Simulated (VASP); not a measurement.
Wanted: the native input for a VASP 6.6.1 run.

```yaml
Task: single point
Functional: PBE
Potentials_or_basis: VASP PAW PBE potentials, release 64 (Co, Si)
Cutoff: 520 eV
k_mesh: 2 × 2 × 2
Occupations: fermi-dirac, width 0.24 eV
Spin: no spin polarisation
Dipole_correction: no
Further_INCAR_settings: ALGO = Normal; EDIFF = 1e-06; NBANDS = 46
```

The structure of CoSi2 lies in POSCAR:

```
CoSi2
1.0
    5.6114250000      0.0000000000      0.0000000000
    0.0000000000      5.6114250000      0.0000000000
    0.0000000000      0.0000000000      5.6114250000
Co Si
4 8
Direct
   -0.0091420628      0.1753387063     -0.0359445239
    0.5328058381      0.6822509434     -0.0060768878
    0.4750130314      0.2013035904      0.5111714048
   -0.0313289405      0.6452015308      0.4996769983
    0.2304762159      0.3829152132      0.2546233800
    0.7668462111      0.9765968537      0.7429307172
    0.8029867636      0.9445194402      0.2133504413
    0.2250052349      0.4612375644      0.7830631257
    0.7201201121      0.4193408983      0.7367825463
    0.2364818206      0.9363575206      0.2345215342
    0.2335592118      0.9486895040      0.7291908918
    0.7379587182      0.4252039366      0.2404558557
```

These files were run (other wordings do the same):

INCAR

```
SYSTEM = CoSi2
PREC = Accurate
ENCUT = 520
EDIFF = 1E-6
ISMEAR = -1
SIGMA = 0.24
LREAL = .FALSE.
LASPH = .TRUE.
NELM = 80
ALGO = Normal
ISIF = 2
LWAVE = .FALSE.
LCHARG = .FALSE.
GGA = PE
NBANDS = 46
```

KPOINTS

```
Automatic mesh
0
G
  2 2 2
  0 0 0
```

Potentials or basis: VASP PAW PBE potentials, release 64 (Co, Si).

The run is started by

```console
$ cat potpaw_PBE.64/Co/POTCAR potpaw_PBE.64/Si/POTCAR > POTCAR
$ mpirun -np 1 vasp_std > vasp.out
```

It gave:

```
Pressure               : -8.7 GPa
Largest force          : 2.991 eV/Å
Band gap on the k mesh : zero (bands 34 and 35 overlap by 0.13 eV)
```

Caveat: the k points lie up to 0.56 Å⁻¹ apart; the run has no spin polarisation, though such a crystal can be magnetic; forces of over 1 eV/Å act on the atoms, so gaps and moduli don't describe the material at rest.

Run time: 98 s on 1 thread of AMD EPYC 7R43 64-Core Processor (Zen 3), with other jobs on the host, peak memory 0.23 GiB.
